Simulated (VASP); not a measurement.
Set up this calculation in VASP 6.6.1, as the native input.

```yaml
Task: relaxation of cell and atoms
Functional: PBE
Potentials_or_basis: VASP PAW PBE potentials, release 64 (Si, Br)
Cutoff: 600 eV
k_mesh: 4 × 4 × 4
Occupations: gaussian, width 0.1 eV
Spin: no spin polarisation
Dipole_correction: no
Further_INCAR_settings: ALGO = Normal; EDIFF = 1e-06; IBRION = 2; EDIFFG = -0.04; NSW = 90; ISIF = 3
```

The structure of Si3Br lies in POSCAR:

```
Si3Br
1.0
    4.1561319537      0.0000000000      0.0000000000
    0.0000000000      4.1561319537      0.0000000000
    0.0000000000      0.0000000000      4.1134127181
Si Br
3 1
Direct
    0.0000000000      0.5000000000      0.5000000000
    0.5000000000      0.0000000000      0.5000000000
    0.5000000000      0.5000000000      0.0000000000
    0.0000000000      0.0000000000      0.0000000000
```

The input as run:

INCAR

```
PREC     = Accurate       # precision mode
ENCUT    = 600            # plane-wave cutoff, eV
EDIFF    = 1E-6           # SCF threshold, eV
ISMEAR   = 0              # smearing method
SIGMA    = 0.1            # smearing width, eV
LREAL    = F              # projectors in reciprocal space
LASPH    = T              # aspherical terms in the spheres
NELM     = 100            # most SCF steps
ALGO     = Normal         # electronic algorithm
ISIF     = 3              # what is computed and relaxed
LWAVE    = F              # write WAVECAR
LCHARG   = F              # write CHGCAR
GGA      = PE             # functional
IBRION   = 2              # ionic algorithm
NSW      = 90             # ionic steps
EDIFFG   = -0.04          # ionic threshold
```

KPOINTS

```
Automatic mesh
0
Gamma
  4 4 4
```

Potentials or basis: VASP PAW PBE potentials, release 64 (Si, Br).

Command:

```console
$ cat potpaw_PBE.64/Si/POTCAR potpaw_PBE.64/Br/POTCAR > POTCAR
$ mpirun -np 1 vasp_std > vasp.out
```

It gave:

```
Relaxed volume                        : 19.13 Å³/atom
Relaxed cell                          : a = 4.265 Å, b = 4.265 Å, c = 4.208 Å, α = 90.00°, β = 90.00°, γ = 90.00°
Space group after relaxing (to 0.1 Å) : Pm-3m (No. 221)
Energy gained by relaxing             : 19.2 meV/atom
Ionic steps                           : 2
Pressure after relaxing               : 0.0 GPa
Band gap on the k mesh                : zero (an odd number of electrons rules out a gap without spin polarisation)
```

Caveat: the k points lie up to 0.37 Å⁻¹ apart in the final cell, too coarse for converged energies and pressures of a metal; an odd number of electrons without spin polarisation forces a metal; a magnetic or distorted state may lie lower.

Wall time 27 s on 1 thread of AMD EPYC 9R45 96-Core Processor (Zen 5), with other jobs on the host, peak memory 0.18 GiB.
